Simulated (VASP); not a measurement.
# CoO (I4/mmm) in VASP: notebook, part 3 of 3

VASP 6.6.1. The steps go on from the part before.

## Step 5: Single point, PBE, collinear spin, zero start

This run uses another cell than the first one, of 9.58 Å³/atom, 1.064 times its volume.

INCAR reads:

```
PREC     = Accurate       # precision mode
ENCUT    = 520            # plane-wave cutoff, eV
EDIFF    = 1E-7           # SCF threshold, eV
ISMEAR   = -1             # smearing method
SIGMA    = 0.05           # smearing width, eV
LREAL    = False          # projectors in reciprocal space
LASPH    = True           # aspherical terms in the spheres
NELM     = 150            # most SCF steps
ALGO     = Normal         # electronic algorithm
ISIF     = 2              # what is computed and relaxed
LWAVE    = False          # write WAVECAR
LCHARG   = False          # write CHGCAR
ISPIN    = 2              # spin polarisation
MAGMOM   = 0 0            # initial moments
LORBIT   = 11             # projections on sites
NUPDOWN  = 0.0            # fixed moment
LMAXMIX  = 4              # l up to which the mixer works
GGA      = PE             # functional
NBANDS   = 18             # bands
```

KPOINTS reads:

```
regular mesh
0
Gamma
  12 12 12
```

POSCAR reads:

```
CoO
1.0
   -1.5080000000      1.5080000000      2.1072475377
    1.5080000000     -1.5080000000      2.1072475377
    1.5080000000      1.5080000000     -2.1072475377
Co O
1 1
Direct
    0.0000000000      0.0000000000      0.0000000000
    0.5000000000      0.5000000000      0.0000000000
```

Potentials or basis: VASP PAW PBE potentials, release 64 (Co, O).

On the command line:

```sh
$ cat potpaw_PBE.64/Co/POTCAR potpaw_PBE.64/O/POTCAR > POTCAR
$ mpirun -np 1 vasp_std > vasp.out
```

OUTCAR:

```text
PREC = Accurate
   ENCUT = 520
   EDIFF = 1E-7
   ISMEAR = -1
   LREAL = False
   LASPH = True
   NELM = 150
   ISIF = 2
   ISPIN = 2
   LORBIT = 11
   NUPDOWN = 0.0
   GGA = PE

 ion  position               nearest neighbor table
   1  0.000  0.000  0.000-   2 2.11   2 2.11   2 2.13   2 2.13   2 2.13   2 2.13
   2  0.500  0.500  0.000-   1 2.11   1 2.11   1 2.13   1 2.13   1 2.13   1 2.13

  LATTYP: Found a body centered tetragonal cell.
 ALAT       =     3.0160000000
 C/A-ratio  =     1.3973790038

  Lattice vectors:

 A1 = (  -1.5080000000,   1.5080000000,   2.1072475377)
 A2 = (   1.5080000000,  -1.5080000000,   2.1072475377)
 A3 = (   1.5080000000,   1.5080000000,  -2.1072475377)

Analysis of symmetry for initial positions (statically):
=====================================================================
 Subroutine PRICEL returns:
 Original cell was already a primitive cell.

 Routine SETGRP: Setting up the symmetry group for a
 body centered tetragonal supercell.

 Subroutine GETGRP returns: Found 16 space group operations
 (whereof 16 operations were pure point group operations)
 out of a pool of 16 trial point group operations.

The static configuration has the point symmetry D_4h.

Analysis of symmetry for dynamics (positions and initial velocities):
=====================================================================
 Subroutine PRICEL returns:
 Original cell was already a primitive cell.

 Routine SETGRP: Setting up the symmetry group for a
 body centered tetragonal supercell.

 Subroutine GETGRP returns: Found 16 space group operations
 (whereof 16 operations were pure point group operations)
 out of a pool of 16 trial point group operations.

The dynamic configuration has the point symmetry D_4h.

Analysis of structural, dynamic, and magnetic symmetry:
=====================================================================
 Subroutine PRICEL returns:
 Original cell was already a primitive cell.

 Routine SETGRP: Setting up the symmetry group for a
 body centered tetragonal supercell.

 Subroutine GETGRP returns: Found 16 space group operations
 (whereof 16 operations were pure point group operations)
 out of a pool of 16 trial point group operations.

The overall configuration has the point symmetry D_4h.

 Subroutine INISYM returns: Found 16 space group operations
 (whereof 16 operations are pure point group operations),
 and found     1 'primitive' translations

----------------------------------------------------------------------------------------

                                     Primitive cell

  volume of cell :      19.1681

  direct lattice vectors                    reciprocal lattice vectors
    -1.508000000  1.508000000  2.107247538     0.000000000  0.331564987  0.237276348
     1.508000000 -1.508000000  2.107247538     0.331564987  0.000000000  0.237276348
     1.508000000  1.508000000 -2.107247538     0.331564987  0.331564987  0.000000000

  length of vectors
     2.998102764  2.998102764  2.998102764     0.407719764  0.407719764  0.468903701
[... 64 lines left out ...]
   number of dos      NEDOS =    301   number of ions     NIONS =      2
   total plane-waves  NPLWV =  13824
   dimension x,y,z NGX =    24 NGY =   24 NGZ =   24
   dimension x,y,z NGXF=    48 NGYF=   48 NGZF=   48
   ions per type =               1   1
   NGX,Y,Z   is equivalent  to a cutoff of  13.31, 13.31, 13.31 a.u.
   NGXF,Y,Z  is equivalent  to a cutoff of  26.62, 26.62, 26.62 a.u.
 SYSTEM =  unknown system
   PREC   = accura    normal or accurate (medium, high low for compatibility)
   ISTART =      0    job   : 0-new  1-cont  2-samecut
   ICHARG =      2    charge: 1-file 2-atom 10-const
   ISPIN  =      2    spin polarized calculation?
   LNONCOLLINEAR =      F non collinear calculations
   LSORBIT =      F    spin-orbit coupling
   LASPH  =      T    aspherical Exc in radial PAW
   ENCUT  =  520.0 eV  38.22 Ry    6.18 a.u.   5.57  5.57  5.57*2*pi/ulx,y,z
   NELM   =    150;   NELMIN=  2; NELMDL= -5     # of ELM steps
   EDIFF  = 0.1E-06   stopping-criterion for ELM
   LREAL  =      F    real-space projection
   EDIFFG = 0.1E-05   stopping-criterion for IOM
   NSW    =      0    number of steps for IOM
   IBRION =     -1    ionic relax: 0-MD 1-quasi-New 2-CG
   NFREE  =      0    steps in history (QN), initial steepest desc. (CG)
   ISIF   =      2    stress and relaxation
   ISYM   =      2    0-nonsym 1-usesym 2-fastsym
   POTIM  = 0.5000    time-step for ionic-motion
   TEBEG  =    0.0;   TEEND  =   0.0 temperature during run
   PSTRESS=    0.0 pullay stress
   NELECT =      15.0000    total number of electrons
   NUPDOWN=       0.0000    fix difference up-down
   EMIN   =  10.00;   EMAX   =-10.00  energy-range for DOS
   EFERMI =   0.00;   METHOD = LEGACY
   ISMEAR =    -1;   SIGMA  =   0.05  broadening in eV -4-tet -1-fermi 0-gaus
   EFERMI_NEDOS =   21; number of points for ismear=-14 and -15
   IALGO  =     38    algorithm
   IMIX   =      4    mixing-type and parameters
     AMIX     =   0.40;   BMIX     =  1.00
     AMIX_MAG =   1.60;   BMIX_MAG =  1.00
  volume/ion in A,a.u.               =       9.58        64.68
  Fermi-wavevector in a.u.,A,eV,Ry     =   1.508618  2.850874 30.965868  2.275927
  Thomas-Fermi vector in A             =   2.619048
   LORBIT       =     11    0 simple, 1 ext, 2 COOP (PROOUT), +10 PAW based schemes
   GGA     = PE    functional components
   LHFCALC =     F    Hartree Fock is set to
   AEXX    =    0.0000 exact exchange contribution
   IVDW    =     0    specifies the selected vdW correction
   LEPSILON=     F    determine dielectric tensor
   LRPA    =     F    only Hartree local field effects (RPA)
 spin polarized calculation
  energy-cutoff  :      520.00
  volume of cell :       19.17
 maximum number of plane-waves:       533
 NGX is ok and might be reduce to    24
   NGX = 11   NGY = 11   NGZ = 11

 number of electron      15.0000006 magnetization       0.0000000

 number of electron      15.0000006 magnetization      -0.0000000

 Free energy of the ion-electron system (eV)
  ---------------------------------------------------
  ext. energy  EPLUGINS =         0.00000000
  ---------------------------------------------------
  free energy    TOTEN  =       -12.60760063 eV

  energy without entropy =      -12.57872525  energy(sigma->0) =      -12.59316294

 E-fermi :   7.8233     XC(G=0): -12.4658

 val. band max:        7.8203498498   @ k =   0.4167   0.4167   0.0833
 cond. band min:       7.8262110443   @ k =  -0.1667   0.2500   0.1667
 fundamental gap:      0.0058611945
 Fermi energy:         7.8232656595

 spin component 1

 k-point     1 :       0.0000    0.0000    0.0000
  band No.  band energies     occupation
      1     -12.5512      1.00000
      2       4.4658      1.00000
      3       4.5055      1.00000
      4       4.5055      1.00000
      5       6.4187      1.00000
      6       6.4187      1.00000
[... 493 lines left out ...]
     17      35.5115      0.00000
     18      37.0930      0.00000

 [... further k-points ...]

 spin component 2

 k-point     1 :       0.0000    0.0000    0.0000
  band No.  band energies     occupation
      1     -12.5512      1.00000
      2       4.4658      1.00000
      3       4.5055      1.00000
      4       4.5055      1.00000
      5       6.4187      1.00000
      6       6.4187      1.00000
[... 493 lines left out ...]
     17      35.5115      0.00000
     18      37.0929      0.00000

 [... further k-points ...]
[... 5 lines left out ...]
  --------------------------------------------------------------------------------------
  -------------------------------------------------------------------------------------
  Total       -2.2213315     -2.2213315     -2.1326280      0.0000000     -0.0000000      0.0000000
  in kB     -185.6717068   -185.6717068   -178.2573535      0.0000000     -0.0000000      0.0000000
  external PRESSURE =    -183.2002557 kB  Pullay stress =       0.0000000 kB

 VOLUME and BASIS-vectors are now :
 -----------------------------------------------------------------------------
  energy-cutoff  :      520.00
  volume of cell :       19.17
      direct lattice vectors                 reciprocal lattice vectors
    -1.508000000  1.508000000  2.107247538     0.000000000  0.331564987  0.237276348
     1.508000000 -1.508000000  2.107247538     0.331564987  0.000000000  0.237276348
     1.508000000  1.508000000 -2.107247538     0.331564987  0.331564987  0.000000000

 POSITION                                       TOTAL-FORCE (eV/Angst)
 -----------------------------------------------------------------------------------
      0.00000      0.00000      0.00000        -0.000000     -0.000000      0.000000
      0.00000      0.00000      2.10725         0.000000      0.000000     -0.000000
 -----------------------------------------------------------------------------------
    total drift:                               -0.000000      0.000000     -0.000000

  FREE ENERGIE OF THE ION-ELECTRON SYSTEM (eV)
  ---------------------------------------------------
  free  energy   TOTEN  =       -12.6076006311 eV

  energy  without entropy=      -12.5787252452  energy(sigma->0) =      -12.59316294

 total charge

# of ion       s       p       d       tot
------------------------------------------
    1        0.274   0.327   7.319   7.921
    2        1.558   3.362   0.000   4.921
--------------------------------------------------
tot          1.833   3.689   7.319  12.841

 magnetization (x)

# of ion       s       p       d       tot
------------------------------------------
    1       -0.000   0.000  -0.000  -0.000
    2       -0.000   0.000   0.000   0.000
--------------------------------------------------
tot         -0.000   0.000  -0.000  -0.000
```

Wall time 2.6 min (1 thread of AMD EPYC 7R43 (Zen 3), shared host); peak memory 0.16 GiB.

Results:

```
Free energy                                           : -12.6076 eV
Pressure                                              : -18.3 GPa
Net moment                                            : 0.00 μB per cell
Valence electrons inside the program's atomic spheres : Co 7.92; O 4.92
```

Caveat: the total moment is fixed, so each spin has its own Fermi level.

## Step 6: Summary

| level | potentials or basis | spin | fixed moment (μB) | cell | gap on the mesh (eV) | pressure (GPa) | moment (μB) |
| --- | --- | --- | --- | --- | --- | --- | --- |
| LDA | VASP PAW LDA potentials, release 64 (Co, O) | collinear, ferromagnetic start | - | a = 2.937 Å, angles 119.6, 119.6, 90.7°, 2 atoms | none | -12.2 | 2.36 |
| PBE | VASP PAW PBE potentials, release 64 (Co, O) | collinear, ferromagnetic start | - | a = 2.937 Å, angles 119.6, 119.6, 90.7°, 2 atoms | none | 9.7 | 2.59 |
| PBEsol | VASP PAW PBE potentials, release 64 (Co, O) | collinear, ferromagnetic start | - | a = 2.937 Å, angles 119.6, 119.6, 90.7°, 2 atoms | none | -0.1 | 2.67 |
| PBE | VASP PAW PBE potentials, release 64 (Co, O) | collinear, zero start | 0.0 | a = 2.998 Å, angles 119.6, 119.6, 90.7°, 2 atoms | - | -18.3 | 0.00 |

Alike in all rows: task single point; k mesh 12 × 12 × 12; cutoff (eV) 520; smearing fermi-dirac 0.05 eV.

Caveats: a cell with one magnetic atom can't hold antiferromagnetic order, which such compounds often take (some runs); semilocal functionals often make such compounds metallic where correlation or magnetic order opens a gap, which also shifts bond lengths (some runs); the PAW data sets were made with another functional, which shifts forces and pressure a little (some runs); the total moment is fixed, so each spin has its own Fermi level (some runs).

Total energies depend on the potentials used, so only differences within one code and one set of settings carry meaning.
